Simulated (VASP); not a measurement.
# SnTe (Fm-3m) in VASP: a series of runs

The runs below take SnTe through single point, with PBE.

Program: VASP 6.6.1. These are calculated values, not measurements. Logs are shortened: lines on timing, memory, paths and dates and some standing lists are left out, and cuts for length are marked.

## 1. The cell of the first run

The structure is cubic, space group Fm-3m (No. 225). The conventional cell has a = 6.280 Å, b = 6.280 Å, c = 6.280 Å, α = 90.00°, β = 90.00°, γ = 90.00°. Sn (site symmetry m-3m) has 6 Te at 3.14 Å within 4.1 Å. Within 4.1 Å of Te (site symmetry m-3m) lie 6 Sn at 3.14 Å.

## 2. Single point, PBE (volume changed by -6%)

The input, INCAR:

```
SYSTEM = SnTe
PREC     = Accurate       ! precision mode
ENCUT    = 520            ! plane-wave cutoff, eV
EDIFF    = 1E-6           ! SCF threshold, eV
ISMEAR   = -1             ! smearing method
SIGMA    = 0.02           ! smearing width, eV
LREAL    = .FALSE.        ! projectors in reciprocal space
LASPH    = .TRUE.         ! aspherical terms in the spheres
NELM     = 80             ! most SCF steps
ALGO     = Normal         ! electronic algorithm
ISIF     = 2              ! what is computed and relaxed
LWAVE    = .FALSE.        ! write WAVECAR
LCHARG   = .FALSE.        ! write CHGCAR
GGA      = PE             ! functional
NBANDS   = 17             ! bands
```

The input, KPOINTS:

```
regular mesh
0
G
  6 6 6
  0 0 0
```

The input, POSCAR:

```
SnTe
1.0
    0.0000000000      3.1399114309      3.1399114309
    3.1399114309      0.0000000000      3.1399114309
    3.1399114309      3.1399114309      0.0000000000
Sn Te
1 1
Direct
    0.0000000000      0.0000000000      0.0000000000
    0.5000000000      0.5000000000      0.5000000000
```

Potentials or basis: VASP PAW PBE potentials, release 64 (Sn_d, Te).

Started as:

```bash
$ cat potpaw_PBE.64/Sn_d/POTCAR potpaw_PBE.64/Te/POTCAR > POTCAR
$ mpirun -np 1 vasp_std > vasp.out
```

OUTCAR:

```text
SYSTEM = SnTe
   PREC = Accurate
   ENCUT = 520
   EDIFF = 1E-6
   ISMEAR = -1
   LREAL = .FALSE.
   LASPH = .TRUE.
   NELM = 80
   ISIF = 2
   GGA = PE

 ion  position               nearest neighbor table
   1  0.000  0.000  0.000-   2 3.14   2 3.14   2 3.14   2 3.14   2 3.14   2 3.14
   2  0.500  0.500  0.500-   1 3.14   1 3.14   1 3.14   1 3.14   1 3.14   1 3.14

  LATTYP: Found a face centered cubic cell.
 ALAT       =     6.2798228618

  Lattice vectors:

 A1 = (   0.0000000000,   3.1399114309,   3.1399114309)
 A2 = (   3.1399114309,   0.0000000000,   3.1399114309)
 A3 = (   3.1399114309,   3.1399114309,   0.0000000000)

Analysis of symmetry for initial positions (statically):
=====================================================================
 Subroutine PRICEL returns:
 Original cell was already a primitive cell.

 Routine SETGRP: Setting up the symmetry group for a
 face centered cubic supercell.

 Subroutine GETGRP returns: Found 48 space group operations
 (whereof 48 operations were pure point group operations)
 out of a pool of 48 trial point group operations.

The static configuration has the point symmetry O_h .

Analysis of symmetry for dynamics (positions and initial velocities):
=====================================================================
 Subroutine PRICEL returns:
 Original cell was already a primitive cell.

 Routine SETGRP: Setting up the symmetry group for a
 face centered cubic supercell.

 Subroutine GETGRP returns: Found 48 space group operations
 (whereof 48 operations were pure point group operations)
 out of a pool of 48 trial point group operations.

The dynamic configuration has the point symmetry O_h .

 Subroutine INISYM returns: Found 48 space group operations
 (whereof 48 operations are pure point group operations),
 and found     1 'primitive' translations

----------------------------------------------------------------------------------------

                                     Primitive cell

  volume of cell :      61.9130

  direct lattice vectors                    reciprocal lattice vectors
     0.000000000  3.139911431  3.139911431    -0.159240160  0.159240160  0.159240160
     3.139911431  0.000000000  3.139911431     0.159240160 -0.159240160  0.159240160
     3.139911431  3.139911431  0.000000000     0.159240160  0.159240160 -0.159240160

  length of vectors
     4.440505330  4.440505330  4.440505330     0.275812048  0.275812048  0.275812048

  position of ions in fractional coordinates (direct lattice)
     0.000000000  0.000000000  0.000000000
     0.500000000  0.500000000  0.500000000

  ion indices of the primitive-cell ions
   primitive index   ion index
                 1           1
                 2           2

----------------------------------------------------------------------------------------

 KPOINTS: regular mesh

Automatic generation of k-mesh.
 Grid dimensions read from file:
 generate k-points for:    6    6    6

 Generating k-lattice:

  Cartesian coordinates                     Fractional coordinates (reciprocal lattice)
    -0.026540027  0.026540027  0.026540027     0.166666667  0.000000000  0.000000000
     0.026540027 -0.026540027  0.026540027     0.000000000  0.166666667  0.000000000
     0.026540027  0.026540027 -0.026540027     0.000000000  0.000000000  0.166666667

  Length of vectors
     0.045968675  0.045968675  0.045968675

  Shift w.r.t. Gamma in fractional coordinates (k-lattice)
     0.000000000  0.000000000  0.000000000

 Subroutine IBZKPT returns following result:
 ===========================================

 Found     16 irreducible k-points:

 Following reciprocal coordinates:
            Coordinates               Weight
  0.000000  0.000000  0.000000      1.000000
  0.166667  0.000000  0.000000      8.000000
  0.333333  0.000000  0.000000      8.000000
  0.500000  0.000000  0.000000      4.000000
  0.166667  0.166667  0.000000      6.000000
  0.333333  0.166667  0.000000     24.000000
[... 8 lines left out ...]
 -0.333333  0.333333  0.166667     24.000000
 -0.333333  0.500000  0.166667     12.000000
   k-points           NKPTS =     16   k-points in BZ     NKDIM =     16   number of bands    NBANDS=     17
   number of dos      NEDOS =    301   number of ions     NIONS =      2
   total plane-waves  NPLWV =  46656
   dimension x,y,z NGX =    36 NGY =   36 NGZ =   36
   dimension x,y,z NGXF=    72 NGYF=   72 NGZF=   72
   ions per type =               1   1
   NGX,Y,Z   is equivalent  to a cutoff of  13.48, 13.48, 13.48 a.u.
   NGXF,Y,Z  is equivalent  to a cutoff of  26.96, 26.96, 26.96 a.u.
 SYSTEM =  SnTe
   PREC   = accura    normal or accurate (medium, high low for compatibility)
   ISTART =      0    job   : 0-new  1-cont  2-samecut
   ICHARG =      2    charge: 1-file 2-atom 10-const
   ISPIN  =      1    spin polarized calculation?
   LNONCOLLINEAR =      F non collinear calculations
   LSORBIT =      F    spin-orbit coupling
   LASPH  =      T    aspherical Exc in radial PAW
   ENCUT  =  520.0 eV  38.22 Ry    6.18 a.u.   8.26  8.26  8.26*2*pi/ulx,y,z
   NELM   =     80;   NELMIN=  2; NELMDL= -5     # of ELM steps
   EDIFF  = 0.1E-05   stopping-criterion for ELM
   LREAL  =      F    real-space projection
   EDIFFG = 0.1E-04   stopping-criterion for IOM
   NSW    =      0    number of steps for IOM
   IBRION =     -1    ionic relax: 0-MD 1-quasi-New 2-CG
   NFREE  =      0    steps in history (QN), initial steepest desc. (CG)
   ISIF   =      2    stress and relaxation
   ISYM   =      2    0-nonsym 1-usesym 2-fastsym
   POTIM  = 0.5000    time-step for ionic-motion
   TEBEG  =    0.0;   TEEND  =   0.0 temperature during run
   PSTRESS=    0.0 pullay stress
   NELECT =      20.0000    total number of electrons
   NUPDOWN=      -1.0000    fix difference up-down
   EMIN   =  10.00;   EMAX   =-10.00  energy-range for DOS
   EFERMI =   0.00;   METHOD = LEGACY
   ISMEAR =    -1;   SIGMA  =   0.02  broadening in eV -4-tet -1-fermi 0-gaus
   EFERMI_NEDOS =   21; number of points for ismear=-14 and -15
   IALGO  =     38    algorithm
   IMIX   =      4    mixing-type and parameters
     AMIX     =   0.40;   BMIX     =  1.00
     AMIX_MAG =   1.60;   BMIX_MAG =  1.00
  volume/ion in A,a.u.               =      30.96       208.90
  Fermi-wavevector in a.u.,A,eV,Ry     =   1.123287  2.122705 17.167476  1.261774
  Thomas-Fermi vector in A             =   2.259952
   LORBIT       =      0    0 simple, 1 ext, 2 COOP (PROOUT), +10 PAW based schemes
   GGA     = PE    functional components
   LHFCALC =     F    Hartree Fock is set to
   AEXX    =    0.0000 exact exchange contribution
   IVDW    =     0    specifies the selected vdW correction
   LEPSILON=     F    determine dielectric tensor
   LRPA    =     F    only Hartree local field effects (RPA)
 non-spin polarized calculation
  energy-cutoff  :      520.00
  volume of cell :       61.91
 maximum number of plane-waves:      1687
 NGX is ok and might be reduce to    36
   NGX = 17   NGY = 17   NGZ = 17

 number of electron      19.9999997 magnetization

 Free energy of the ion-electron system (eV)
  ---------------------------------------------------
  ext. energy  EPLUGINS =         0.00000000
  ---------------------------------------------------
  free energy    TOTEN  =        -7.53231053 eV

  energy without entropy =       -7.53206805  energy(sigma->0) =       -7.53218929

 E-fermi :   7.1527     XC(G=0):  -9.5467

 val. band max:        7.0883909642   @ k =   0.5000   0.0000   0.0000
 cond. band min:       7.2169303540   @ k =   0.5000   0.0000   0.0000
 fundamental gap:      0.1285393899
 Fermi energy:         7.1526602403

 k-point     1 :       0.0000    0.0000    0.0000
  band No.  band energies     occupation
      1     -14.8371      2.00000
      2     -14.8371      2.00000
      3     -14.8302      2.00000
      4     -14.8302      2.00000
      5     -14.8302      2.00000
      6      -5.7974      2.00000
[... 9 lines left out ...]
     16      11.8164      0.00000
     17      13.8791      0.00000

 k-point     2 :       0.1667    0.0000    0.0000
  band No.  band energies     occupation
      1     -14.8382      2.00000
      2     -14.8382      2.00000
      3     -14.8298      2.00000
      4     -14.8286      2.00000
      5     -14.8286      2.00000
      6      -5.5621      2.00000
[... 9 lines left out ...]
     16      12.3800      0.00000
     17      15.5210      0.00000

 k-point     3 :       0.3333    0.0000    0.0000
  band No.  band energies     occupation
      1     -14.8410      2.00000
      2     -14.8410      2.00000
      3     -14.8290      2.00000
      4     -14.8249      2.00000
      5     -14.8249      2.00000
      6      -4.9478      2.00000
[... 9 lines left out ...]
     16      13.9133      0.00000
     17      17.8562      0.00000

 k-point     4 :       0.5000    0.0000    0.0000
  band No.  band energies     occupation
      1     -14.8425      2.00000
      2     -14.8425      2.00000
      3     -14.8286      2.00000
      4     -14.8229      2.00000
      5     -14.8229      2.00000
      6      -4.4879      2.00000
[... 9 lines left out ...]
     16      15.9373      0.00000
     17      15.9373      0.00000
[... 183 lines left out ...]
      1     -14.8474      2.00000
      2     -14.8373      2.00000
      3     -14.8299      2.00000
      4     -14.8235      2.00000
      5     -14.8220      2.00000
      6      -4.5116      2.00000
[... 9 lines left out ...]
     16      15.4605      0.00000
     17      16.1443      0.00000

 k-point    15 :      -0.3333    0.3333    0.1667
  band No.  band energies     occupation
      1     -14.8478      2.00000
      2     -14.8384      2.00000
      3     -14.8268      2.00000
      4     -14.8259      2.00000
      5     -14.8204      2.00000
      6      -4.1959      2.00000
[... 9 lines left out ...]
     16      16.9722      0.00000
     17      17.0831      0.00000

 k-point    16 :      -0.3333    0.5000    0.1667
  band No.  band energies     occupation
      1     -14.8515      2.00000
      2     -14.8356      2.00000
      3     -14.8305      2.00000
      4     -14.8229      2.00000
      5     -14.8189      2.00000
      6      -4.1087      2.00000
[... 9 lines left out ...]
     16      17.2193      0.00000
     17      18.3449      0.00000

------------------------ aborting loop because EDIFF is reached ----------------------------------------

  FORCE on cell =-STRESS in cart. coord.  units (eV):
  Direction    XX          YY          ZZ          XY          YZ          ZX
  --------------------------------------------------------------------------------------
  -------------------------------------------------------------------------------------
  Total        1.0649163      1.0649163      1.0649163      0.0000000     -0.0000000      0.0000000
  in kB       27.5577580     27.5577580     27.5577580      0.0000000     -0.0000000      0.0000000
  external PRESSURE =      27.5577580 kB  Pullay stress =       0.0000000 kB

 VOLUME and BASIS-vectors are now :
 -----------------------------------------------------------------------------
  energy-cutoff  :      520.00
  volume of cell :       61.91
      direct lattice vectors                 reciprocal lattice vectors
     0.000000000  3.139911431  3.139911431    -0.159240160  0.159240160  0.159240160
     3.139911431  0.000000000  3.139911431     0.159240160 -0.159240160  0.159240160
     3.139911431  3.139911431  0.000000000     0.159240160  0.159240160 -0.159240160

 POSITION                                       TOTAL-FORCE (eV/Angst)
 -----------------------------------------------------------------------------------
      0.00000      0.00000      0.00000         0.000000      0.000000      0.000000
      3.13991      3.13991      3.13991         0.000000      0.000000      0.000000
 -----------------------------------------------------------------------------------
    total drift:                               -0.000000      0.000000      0.000000

  FREE ENERGIE OF THE ION-ELECTRON SYSTEM (eV)
  ---------------------------------------------------
  free  energy   TOTEN  =        -7.5323105349 eV

  energy  without entropy=       -7.5320680487  energy(sigma->0) =       -7.53218929
```

Run time: 17 s. Hardware: 1 thread of Intel Xeon 6975P-C, shared host; peak memory 0.2 GiB.

What came out:

| Property | Result |
| --- | --- |
| Free energy | -7.5323 eV |
| Pressure | 2.8 GPa |
| Band gap on the k mesh | 0.13 eV, direct |

Caveat: the cell differs from its parent crystal (volume changed by -6%); spin-orbit coupling is left out, which moves the levels of the heavy elements. A k mesh can miss the band edges.

## 3. Single point, PBE (volume changed by -3%)

The input, INCAR:

```
SYSTEM = SnTe
  ALGO = Normal
  EDIFF = 1E-7
  ENCUT = 520
  GGA = PE
  ISIF = 2
  ISMEAR = -1
  LASPH = .TRUE.
  LCHARG = .FALSE.
  LREAL = .FALSE.
  LWAVE = .FALSE.
  NBANDS = 17
  NELM = 80
  PREC = Accurate
  SIGMA = 0.02
```

The input, KPOINTS:

```
k-points
0
G
  6 6 6
  0 0 0
```

The input, POSCAR:

```
SnTe
1.0
    0.0000000000      3.1729655592      3.1729655592
    3.1729655592      0.0000000000      3.1729655592
    3.1729655592      3.1729655592      0.0000000000
Sn Te
1 1
Direct
    0.0000000000      0.0000000000      0.0000000000
    0.5000000000      0.5000000000      0.5000000000
```

Potentials or basis: VASP PAW PBE potentials, release 64 (Sn_d, Te).

Started as:

```bash
$ cat potpaw_PBE.64/Sn_d/POTCAR potpaw_PBE.64/Te/POTCAR > POTCAR
$ mpirun -np 1 vasp_std > vasp.out
```

It took 22 s on 1 thread of Intel Xeon 6975P-C, shared host; peak memory 0.2 GiB.

Results (log left out):

```
Free energy            : -7.5569 eV
Pressure               : 1.2 GPa
Band gap on the k mesh : 0.03 eV, direct
```

Levels at points of the mesh, in eV from the valence-band top:
```csv
k point,band 8,band 9,band 10,band 11,band 12,band 13
"(0.00, 0.00, 0.00)",-2.11,-2.11,-2.11,3.28,3.28,3.28
"(0.50, 0.00, 0.00)",-1.78,-1.78,0.00,0.03,0.37,0.37
"(0.50, 0.50, 0.00)",-5.45,-3.67,-3.67,2.23,4.80,4.80
```

Caveat: the cell differs from its parent crystal (volume changed by -3%); spin-orbit coupling is left out, which moves the levels of the heavy elements. A k mesh can miss the band edges.

## 4. Single point, PBE

This run uses another cell than the first one, of 32.93 Å³/atom, 1.064 times its volume.

The input, INCAR:

```
SYSTEM = SnTe
ALGO = Normal ; EDIFF = 1E-7
ENCUT = 520 ; GGA = PE
ISIF = 2 ; ISMEAR = -1
LASPH = .TRUE. ; LCHARG = .FALSE.
LREAL = .FALSE. ; LWAVE = .FALSE.
NBANDS = 17 ; NELM = 80
PREC = Accurate ; SIGMA = 0.02
```

KPOINTS is that of step 3.

The input, POSCAR:

```
SnTe
1.0
    0.0000000000      3.2053449951      3.2053449951
    3.2053449951      0.0000000000      3.2053449951
    3.2053449951      3.2053449951      0.0000000000
Sn Te
1 1
Direct
    0.0000000000      0.0000000000      0.0000000000
    0.5000000000      0.5000000000      0.5000000000
```

Started as:

```bash
$ cat potpaw_PBE.64/Sn_d/POTCAR potpaw_PBE.64/Te/POTCAR > POTCAR
$ mpirun -np 1 vasp_std > vasp.out
```

Wall time 19 s (1 thread of Intel Xeon 6975P-C, shared host); peak memory 0.2 GiB.

The run converged. Its results:

| Quantity | Value |
| --- | --- |
| Free energy | -7.5648 eV |
| Pressure | 0.0 GPa |
| Band gap on the k mesh | 0.05 eV, direct |

Levels at points of the mesh, in eV from the valence-band top:
| k point | band 7 | band 8 | band 9 | band 10 | band 11 | band 12 | band 13 | band 14 |
| --- | --- | --- | --- | --- | --- | --- | --- | --- |
| (0.00, 0.00, 0.00) | -4.87 | -2.00 | -2.00 | -2.00 | 3.25 | 3.25 | 3.25 | 4.85 |
| (0.50, 0.00, 0.00) | -8.06 | -1.67 | -1.67 | 0.00 | 0.05 | 0.45 | 0.45 | 7.67 |
| (0.50, 0.50, 0.00) | -6.43 | -5.21 | -3.49 | -3.49 | 2.38 | 4.68 | 4.68 | 6.02 |

Caveat: spin-orbit coupling is left out, which moves the levels of the heavy elements. A k mesh can miss the band edges.

## 5. Single point, PBE (volume changed by +3%)

The input, INCAR:

```
ALGO = Normal ; EDIFF = 1E-6
ENCUT = 520 ; GGA = PE
ISIF = 2 ; ISMEAR = -1
LASPH = T ; LCHARG = T
LELF = T ; LREAL = F
LVHAR = T ; LWAVE = F
NBANDS = 17 ; NELM = 60
PREC = Accurate ; SIGMA = 0.02
```

The input, KPOINTS:

```
k-points
0
Gamma
  6 6 6
```

The input, POSCAR:

```
SnTe
1.0
    0.0000000000      3.2370831483      3.2370831483
    3.2370831483      0.0000000000      3.2370831483
    3.2370831483      3.2370831483      0.0000000000
Sn Te
1 1
Direct
    0.0000000000      0.0000000000      0.0000000000
    0.5000000000      0.5000000000      0.5000000000
```

Started as:

```bash
$ cat potpaw_PBE.64/Sn_d/POTCAR potpaw_PBE.64/Te/POTCAR > POTCAR
$ mpirun -np 1 vasp_std > vasp.out
```

Wall time 17 s (1 thread of Intel Xeon 6975P-C, shared host); peak memory 0.21 GiB.

The run converged. Its results:

| Item | Value |
| --- | --- |
| Free energy | -7.5583 eV |
| Pressure | -1.1 GPa |
| Band gap on the k mesh | 0.13 eV, direct |

Levels at points of the mesh, in eV from the valence-band top:
```tsv
k point	band 6	band 7	band 8	band 9	band 10	band 11	band 12	band 13	band 14	band 15
(0.00, 0.00, 0.00)	-12.16	-4.91	-1.86	-1.86	-1.86	3.24	3.24	3.24	4.96	4.96
(0.50, 0.00, 0.00)	-11.07	-7.86	-1.54	-1.54	0.00	0.13	0.55	0.55	7.67	8.55
(0.50, 0.50, 0.00)	-10.84	-6.35	-4.95	-3.29	-3.29	2.56	4.61	4.61	5.87	8.86
```

Caveat: the cell differs from its parent crystal (volume changed by +3%); spin-orbit coupling is left out, which moves the levels of the heavy elements. A k mesh can miss the band edges.

## 6. Single point, PBE (volume changed by +6%)

The input, INCAR:

```
SYSTEM = SnTe
  PREC = Accurate
  ENCUT = 520
  EDIFF = 1E-7
  ISMEAR = -1
  SIGMA = 0.02
  LREAL = .FALSE.
  LASPH = .TRUE.
  NELM = 80
  ALGO = Normal
  ISIF = 2
  LWAVE = .FALSE.
  LCHARG = .FALSE.
  GGA = PE
  NBANDS = 17
```

The input, KPOINTS:

```
regular mesh
0
G
  6 6 6
  0 0 0
```

The input, POSCAR:

```
SnTe
1.0
    0.0000000000      3.2682108573      3.2682108573
    3.2682108573      0.0000000000      3.2682108573
    3.2682108573      3.2682108573      0.0000000000
Sn Te
1 1
Direct
    0.0000000000      0.0000000000      0.0000000000
    0.5000000000      0.5000000000      0.5000000000
```

Potentials or basis: VASP PAW PBE potentials, release 64 (Sn_d, Te).

Started as:

```bash
$ cat potpaw_PBE.64/Sn_d/POTCAR potpaw_PBE.64/Te/POTCAR > POTCAR
$ mpirun -np 1 vasp_std > vasp.out
```

Wall time 17 s (1 thread of Intel Xeon 6975P-C, shared host); peak memory 0.2 GiB.

It converged, with:

```
Free energy            : -7.5389 eV
Pressure               : -2.1 GPa
Band gap on the k mesh : 0.20 eV, direct
```

Levels at points of the mesh, in eV from the valence-band top:
| k point | band 8 | band 9 | band 10 | band 11 | band 12 | band 13 |
| --- | --- | --- | --- | --- | --- | --- |
| (0.00, 0.00, 0.00) | -1.73 | -1.73 | -1.73 | 3.23 | 3.23 | 3.23 |
| (0.50, 0.00, 0.00) | -1.42 | -1.42 | 0.00 | 0.20 | 0.64 | 0.64 |
| (0.50, 0.50, 0.00) | -4.70 | -3.10 | -3.10 | 2.72 | 4.53 | 4.53 |

Caveat: the cell differs from its parent crystal (volume changed by +6%); spin-orbit coupling is left out, which moves the levels of the heavy elements. A k mesh can miss the band edges.

## 7. Summary

| cell | gap on the mesh (eV) | pressure (GPa) |
| --- | --- | --- |
| a = 4.441 Å, angles 60.0°, 2 atoms | 0.13 | 2.8 |
| a = 4.487 Å, angles 60.0°, 2 atoms | 0.03 | 1.2 |
| a = 4.533 Å, angles 60.0°, 2 atoms | 0.05 | 0.0 |
| a = 4.578 Å, angles 60.0°, 2 atoms | 0.13 | -1.1 |
| a = 4.622 Å, angles 60.0°, 2 atoms | 0.20 | -2.1 |

Alike in all rows: task single point; level PBE; potentials or basis VASP PAW PBE potentials, release 64 (Sn_d, Te); no spin polarisation; k mesh 6 × 6 × 6; cutoff (eV) 520; smearing fermi-dirac 0.02 eV.

Caveats: spin-orbit coupling is left out, which moves the levels of the heavy elements.

Total energies depend on the potentials used, so only differences within one code and one set of settings carry meaning.
